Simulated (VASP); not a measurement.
# ZnS (P1) in VASP: single point with r2SCAN

Aim: the single point of ZnS with r2SCAN.

All numbers are computed with VASP 6.6.1; they aren't measurements. Logs are shortened: lines on timing, memory, paths and dates and some standing lists are left out, and cuts for length are marked.

## 1. The cell of the first run

The typed cell holds 4 atoms: a = 3.811 Å, b = 3.810 Å, c = 5.389 Å, α = 90.00°, β = 90.03°, γ = 90.01°.

## 2. Single point, r2SCAN

Contents of POSCAR:

```
ZnS
1.0
   -0.0008780155     -2.6946444343     -2.6943676189
   -0.0001429811      2.6941476192     -2.6938768895
    5.3891008354      0.0007342780      0.0010160465
Zn S
2 2
Direct
    0.4997020371      0.5001910022      0.4999941649
    0.0003859137     -0.0002153221     -0.0000077193
   -0.0002372998      0.4999112293      0.2500134632
    0.5001493490      0.0001130906      0.7500000912
```

Contents of INCAR.step1:

```
  ALGO = Normal
  EDIFF = 1E-4
  ENCUT = 520
  GGA = PE
  ISMEAR = 0
  LASPH = T
  LCHARG = F
  LREAL = F
  LWAVE = T
  NBANDS = 26
  NELM = 100
  PREC = Accurate
  SIGMA = 0.05
```

Contents of INCAR.step2:

```
  ALGO = Normal
  EDIFF = 1E-7
  ENCUT = 520
  ISIF = 2
  ISMEAR = 0
  ISTART = 1
  LASPH = T
  LCHARG = F
  LMIXTAU = T
  LREAL = F
  LWAVE = F
  METAGGA = R2SCAN
  NBANDS = 26
  NELM = 100
  PREC = Accurate
  SIGMA = 0.05
```

Contents of KPOINTS:

```
k-points
0
Gamma
  6 6 4
```

Potentials or basis: VASP PAW PBE potentials, release 64 (Zn, S).

Launch:

```bash
> cat potpaw_PBE.64/Zn/POTCAR potpaw_PBE.64/S/POTCAR > POTCAR
> cp INCAR.step1 INCAR
> mpirun -np 1 vasp_std > vasp.out
> cp INCAR.step2 INCAR
> mpirun -np 1 vasp_std > vasp.out
```

OUTCAR:

```text
EDIFF = 1E-7
   ENCUT = 520
   ISIF = 2
   ISMEAR = 0
   ISTART = 1
   LASPH = T
   LREAL = F
   METAGGA = R2SCAN
   NELM = 100
   PREC = Accurate

 ion  position               nearest neighbor table
   1  0.500  0.500  0.500-   3 2.33   4 2.33   4 2.33   3 2.33
   2  0.000  1.000  1.000-   3 2.33   4 2.33   3 2.33   4 2.33
   3  1.000  0.500  0.250-   1 2.33   2 2.33   2 2.33   1 2.33
   4  0.500  0.000  0.750-   1 2.33   2 2.33   1 2.33   2 2.33

  LATTYP: Found a triclinic cell.
 ALAT       =     5.3887921260
 B/A-ratio  =     0.7070060573
 C/A-ratio  =     1.7325066823
 COS(alpha) =     0.0000399444
 COS(beta)  =     0.5774615311
 COS(gamma) =     0.7070779055

  Lattice vectors:

 A1 = (  -0.0007350344,  -5.3887920535,  -0.0004907294)
 A2 = (   0.0001429811,  -2.6941476192,   2.6938768895)
 A3 = (  -5.3908568664,  -5.3900231466,  -5.3897512843)

Analysis of symmetry for initial positions (statically):
=====================================================================
 Subroutine PRICEL returns:
 Original cell was already a primitive cell.

 Routine SETGRP: Setting up the symmetry group for a
 triclinic supercell.

 Subroutine GETGRP returns: Found  1 space group operations
 (whereof  1 operations were pure point group operations)
 out of a pool of  2 trial point group operations.

The static configuration has the point symmetry C_1 .

Analysis of symmetry for dynamics (positions and initial velocities):
=====================================================================
 Subroutine PRICEL returns:
 Original cell was already a primitive cell.

 Routine SETGRP: Setting up the symmetry group for a
 triclinic supercell.

 Subroutine GETGRP returns: Found  1 space group operations
 (whereof  1 operations were pure point group operations)
 out of a pool of  2 trial point group operations.

The dynamic configuration has the point symmetry C_1 .

 Subroutine INISYM returns: Found  1 space group operations
 (whereof  1 operations are pure point group operations),
 and found     1 'primitive' translations

----------------------------------------------------------------------------------------

                                     Primitive cell

  volume of cell :      78.2393

  direct lattice vectors                    reciprocal lattice vectors
    -0.000878015 -2.694644434 -2.694367619     0.000060269 -0.185553454 -0.185572105
    -0.000142981  2.694147619 -2.693876889     0.000009707  0.185587246 -0.185606316
     5.389100835  0.000734278  0.001016047     0.185559722 -0.000025307 -0.000035159

  length of vectors
     3.810607073  3.809908675  5.389100981     0.262425407  0.262473485  0.185559727

  position of ions in fractional coordinates (direct lattice)
     0.499702037  0.500191002  0.499994165
     0.000385914  0.999784678  0.999992281
     0.999762700  0.499911229  0.250013463
     0.500149349  0.000113091  0.750000091

  ion indices of the primitive-cell ions
   primitive index   ion index
                 1           1
                 2           2
                 3           3
                 4           4

----------------------------------------------------------------------------------------

 KPOINTS: k-points

Automatic generation of k-mesh.
 Grid dimensions read from file:
 generate k-points for:    6    6    4

 Generating k-lattice:

  Cartesian coordinates                     Fractional coordinates (reciprocal lattice)
     0.000010045 -0.030925576 -0.030928684     0.166666667  0.000000000  0.000000000
     0.000001618  0.030931208 -0.030934386    -0.000000000  0.166666667  0.000000000
     0.046389931 -0.000006327 -0.000008790     0.000000000  0.000000000  0.250000000

  Length of vectors
     0.043737568  0.043745581  0.046389932

  Shift w.r.t. Gamma in fractional coordinates (k-lattice)
     0.000000000  0.000000000  0.000000000

 Subroutine IBZKPT returns following result:
 ===========================================

 Found     76 irreducible k-points:

 Following reciprocal coordinates:
            Coordinates               Weight
  0.000000  0.000000  0.000000      1.000000
  0.166667  0.000000 -0.000000      2.000000
  0.333333  0.000000 -0.000000      2.000000
  0.500000  0.000000 -0.000000      1.000000
  0.000000  0.166667 -0.000000      2.000000
  0.166667  0.166667 -0.000000      2.000000
[... 16 lines left out ...]
  0.333333  0.000000  0.250000      2.000000
  0.500000  0.000000  0.250000      2.000000
 [... further k-points ...]
   k-points           NKPTS =     76   k-points in BZ     NKDIM =     76   number of bands    NBANDS=     26
   number of dos      NEDOS =    301   number of ions     NIONS =      4
   total plane-waves  NPLWV =  31360
   dimension x,y,z NGX =    28 NGY =   28 NGZ =   40
   dimension x,y,z NGXF=    56 NGYF=   56 NGZF=   80
   ions per type =               2   2
   NGX,Y,Z   is equivalent  to a cutoff of  12.22, 12.22, 12.34 a.u.
   NGXF,Y,Z  is equivalent  to a cutoff of  24.43, 24.44, 24.68 a.u.
 SYSTEM =  unknown system
   PREC   = accura    normal or accurate (medium, high low for compatibility)
   ISTART =      1    job   : 0-new  1-cont  2-samecut
   ICHARG =      0    charge: 1-file 2-atom 10-const
   ISPIN  =      1    spin polarized calculation?
   LNONCOLLINEAR =      F non collinear calculations
   LSORBIT =      F    spin-orbit coupling
   LASPH  =      T    aspherical Exc in radial PAW
   ENCUT  =  520.0 eV  38.22 Ry    6.18 a.u.   7.09  7.08 10.02*2*pi/ulx,y,z
   NELM   =    100;   NELMIN=  2; NELMDL=  0     # of ELM steps
   EDIFF  = 0.1E-06   stopping-criterion for ELM
   LREAL  =      F    real-space projection
   EDIFFG = 0.1E-05   stopping-criterion for IOM
   NSW    =      0    number of steps for IOM
   IBRION =     -1    ionic relax: 0-MD 1-quasi-New 2-CG
   NFREE  =      0    steps in history (QN), initial steepest desc. (CG)
   ISIF   =      2    stress and relaxation
   ISYM   =      2    0-nonsym 1-usesym 2-fastsym
   POTIM  = 0.5000    time-step for ionic-motion
   TEBEG  =    0.0;   TEEND  =   0.0 temperature during run
   PSTRESS=    0.0 pullay stress
   NELECT =      36.0000    total number of electrons
   NUPDOWN=      -1.0000    fix difference up-down
   EMIN   =  10.00;   EMAX   =-10.00  energy-range for DOS
   EFERMI =   0.00;   METHOD = LEGACY
   ISMEAR =     0;   SIGMA  =   0.05  broadening in eV -4-tet -1-fermi 0-gaus
   EFERMI_NEDOS =   21; number of points for ismear=-14 and -15
   IALGO  =     38    algorithm
   IMIX   =      4    mixing-type and parameters
     AMIX     =   0.40;   BMIX     =  1.00
     AMIX_MAG =   1.60;   BMIX_MAG =  1.00
  volume/ion in A,a.u.               =      19.56       132.00
  Fermi-wavevector in a.u.,A,eV,Ry     =   1.263865  2.388358 21.733328  1.597355
  Thomas-Fermi vector in A             =   2.397200
   LORBIT       =      0    0 simple, 1 ext, 2 COOP (PROOUT), +10 PAW based schemes
   METAGGA = R2SCAN    functional components
   LHFCALC =     F    Hartree Fock is set to
   AEXX    =    0.0000 exact exchange contribution
   IVDW    =     0    specifies the selected vdW correction
   LEPSILON=     F    determine dielectric tensor
   LRPA    =     F    only Hartree local field effects (RPA)
 non-spin polarized calculation
 Gauss-broadening in eV      SIGMA  =   0.05
  energy-cutoff  :      520.00
  volume of cell :       78.24
 maximum number of plane-waves:      2132
   NGX = 15   NGY = 15   NGZ = 21

 number of electron      36.0000000 magnetization

 Free energy of the ion-electron system (eV)
  ---------------------------------------------------
  ext. energy  EPLUGINS =         0.00000000
  ---------------------------------------------------
  free energy    TOTEN  =       -37.73175924 eV

  energy without entropy =      -37.73175924  energy(sigma->0) =      -37.73175924

 E-fermi :   2.1745     XC(G=0): -10.3270

 val. band max:        1.9123150219   @ k =   0.0000   0.0000   0.0000
 cond. band min:       4.6258648469   @ k =   0.0000   0.0000   0.0000
 fundamental gap:      2.7135498250
 Fermi energy:         2.1745021339

 k-point     1 :       0.0000    0.0000    0.0000
  band No.  band energies     occupation
      1     -11.8252      2.00000
      2     -10.5400      2.00000
      3      -4.6286      2.00000
      4      -4.6233      2.00000
      5      -4.6233      2.00000
      6      -4.6216      2.00000
[... 18 lines left out ...]
     25      13.7385      0.00000
     26      14.2242      0.00000

 k-point     2 :       0.1667    0.0000   -0.0000
  band No.  band energies     occupation
      1     -11.6820      2.00000
      2     -10.5432      2.00000
      3      -4.6237      2.00000
      4      -4.6000      2.00000
      5      -4.5872      2.00000
      6      -4.5629      2.00000
[... 18 lines left out ...]
     25      12.5953      0.00000
     26      13.1889      0.00000

 k-point     3 :       0.3333    0.0000   -0.0000
  band No.  band energies     occupation
      1     -11.3124      2.00000
      2     -10.6216      2.00000
      3      -4.5678      2.00000
      4      -4.5381      2.00000
      5      -4.5181      2.00000
      6      -4.4957      2.00000
[... 18 lines left out ...]
     25      11.2674      0.00000
     26      11.5509      0.00000

 k-point     4 :       0.5000    0.0000   -0.0000
  band No.  band energies     occupation
      1     -10.8914      2.00000
      2     -10.8909      2.00000
      3      -4.4846      2.00000
      4      -4.4844      2.00000
      5      -4.4549      2.00000
      6      -4.4533      2.00000
[... 18 lines left out ...]
     25      10.3646      0.00000
     26      10.3699      0.00000
[... 496 lines left out ...]
      1     -11.5340      2.00000
      2     -10.7321      2.00000
      3      -4.6069      2.00000
      4      -4.5739      2.00000
      5      -4.5701      2.00000
      6      -4.5673      2.00000
[... 18 lines left out ...]
     25      11.0696      0.00000
     26      12.1070      0.00000

 k-point    23 :       0.3333    0.0000    0.2500
  band No.  band energies     occupation
      1     -11.2107      2.00000
      2     -10.7214      2.00000
      3      -4.5296      2.00000
      4      -4.5269      2.00000
      5      -4.4976      2.00000
      6      -4.4909      2.00000
[... 18 lines left out ...]
     25      10.6541      0.00000
     26      10.9704      0.00000

 k-point    24 :       0.5000    0.0000    0.2500
  band No.  band energies     occupation
      1     -10.8783      2.00000
      2     -10.8773      2.00000
      3      -4.4918      2.00000
      4      -4.4916      2.00000
      5      -4.4769      2.00000
      6      -4.4758      2.00000
[... 18 lines left out ...]
     25      11.0052      0.00000
     26      11.0106      0.00000

 [... further k-points ...]
[... 5 lines left out ...]
  --------------------------------------------------------------------------------------
  -------------------------------------------------------------------------------------
  Total        0.0340601      0.0494322      0.0511136     -0.0076939     -0.0059511     -0.0099356
  in kB        0.6974803      1.0122674      1.0467006     -0.1575547     -0.1218668     -0.2034611
  external PRESSURE =       0.9188161 kB  Pullay stress =       0.0000000 kB

 VOLUME and BASIS-vectors are now :
 -----------------------------------------------------------------------------
  energy-cutoff  :      520.00
  volume of cell :       78.24
      direct lattice vectors                 reciprocal lattice vectors
    -0.000878015 -2.694644434 -2.694367619     0.000060269 -0.185553454 -0.185572105
    -0.000142981  2.694147619 -2.693876889     0.000009707  0.185587246 -0.185606316
     5.389100835  0.000734278  0.001016047     0.185559722 -0.000025307 -0.000035159

 POSITION                                       TOTAL-FORCE (eV/Angst)
 -----------------------------------------------------------------------------------
      2.69401      0.00144     -2.69333        -0.000684     -0.004482     -0.001342
      5.38892      2.69326     -2.69332        -0.000677      0.003724      0.000236
      1.34640     -1.34699     -4.04017         0.000217     -0.000021      0.000777
      4.04139     -1.34687     -1.34713         0.001144      0.000780      0.000328
 -----------------------------------------------------------------------------------
    total drift:                               -0.000299     -0.000000     -0.000019

  FREE ENERGIE OF THE ION-ELECTRON SYSTEM (eV)
  ---------------------------------------------------
  free  energy   TOTEN  =       -37.7317592355 eV

  energy  without entropy=      -37.7317592355  energy(sigma->0) =      -37.73175924
```

It took 5.4 min on 1 thread of Intel Xeon 6975P-C, shared host; peak memory 0.27 GiB.

What came out:

```
Free energy            : -37.7318 eV
Pressure               : 0.1 GPa
Largest force          : 0.005 eV/Å
Band gap on the k mesh : 2.71 eV
```

Forces in eV/Å, atoms in the order of the input:
```
Zn  -0.001 -0.004 -0.001
Zn  -0.001  0.004  0.000
S    0.000  0.000  0.001
S    0.001  0.001  0.000
```

Caveat: the cell differs from its parent crystal (cell sheared at random, sigma 0.03, atoms nudged by 0.01 Å, then relaxed in part); the PAW data sets were made with another functional, which shifts forces and pressure a little.
